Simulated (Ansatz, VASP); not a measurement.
# One calculation of Tc, two programs

INCAR

```
PREC = Accurate
ENCUT = 520
EDIFF = 1E-8
ISMEAR = -1
SIGMA = 0.03
LREAL = F
LASPH = T
NELM = 60
ALGO = Normal
ISIF = 2
LWAVE = F
LCHARG = F
GGA = PS
LEFG = T
NBANDS = 12
```

KPOINTS

```
Automatic mesh
0
Gamma
  18 18 18
```

File POSCAR:

```
Tc
1.0
    0.0000000000      1.9110000000      1.9500000000
    1.9110000000      0.0000000000      1.9500000000
    1.9110000000      1.9110000000      0.0000000000
Tc
1
Direct
    0.0000000000      0.0000000000      0.0000000000
```

Input for Ansatz:

```yaml
crystal:
  lattice:
    - [0.0, 1.911, 1.95]
    - [1.911, 0.0, 1.95]
    - [1.911, 1.911, 0.0]
  atoms:
    - { symbol: Tc, position: [0.0, 0.0, 0.0] }
kpoints:
  mp_grid: { grid: [18, 18, 18] }
scf:
  occupations: { method: fermi_dirac, width: 0.03 }
hamiltonian:
  xc: pbesol
  pseudopotentials: { kind: paw }
output:
  forces: true
  stress: true
  eigenvalues: true
  efg: { contact_densities: true }
  write_density: true
  write_potential: true
  elf: true
  volumetric_format: npy
```

Change from the starting cell: equal xx and yy strain of -2 %, PAW files.

Alike in both runs: task electric field gradients; functional PBEsol; k mesh 18 × 18 × 18; occupations fermi-dirac, width 0.03 eV; no spin polarisation.

|  | VASP | Ansatz |
| --- | --- | --- |
| version | VASP 6.6.1 | Ansatz 0.2.0 |
| potentials or method | VASP PAW PBE potentials, release 64 (Tc_pv) | PAW with Ansatz's default frozen-core files, scalar-relativistic |
| plane-wave cutoff (eV) | 520 | 500 |
| valence electrons in the cell | 13 | 15 |

Ansatz gave:

* pressure (GPa): -3.8
* traceless stress, the component that is largest in VASP (GPa): -3.15
* size of Vzz on the site where it differs most (V/Å²): 3.6

Q: Which values does VASP return?

A: Pressure (GPa): -4.4; traceless stress, the component that is largest in VASP (GPa): -3.14; size of Vzz on the site where it differs most (V/Å²): 3.2.

VASP's potentials were made for PBE, not for PBEsol. The functional is the same, so the differences come from potentials, cutoffs and numerics. VASP's potentials hold 13 valence electrons a cell and Ansatz's 15, so a difference there can come from the potentials and not from the codes.
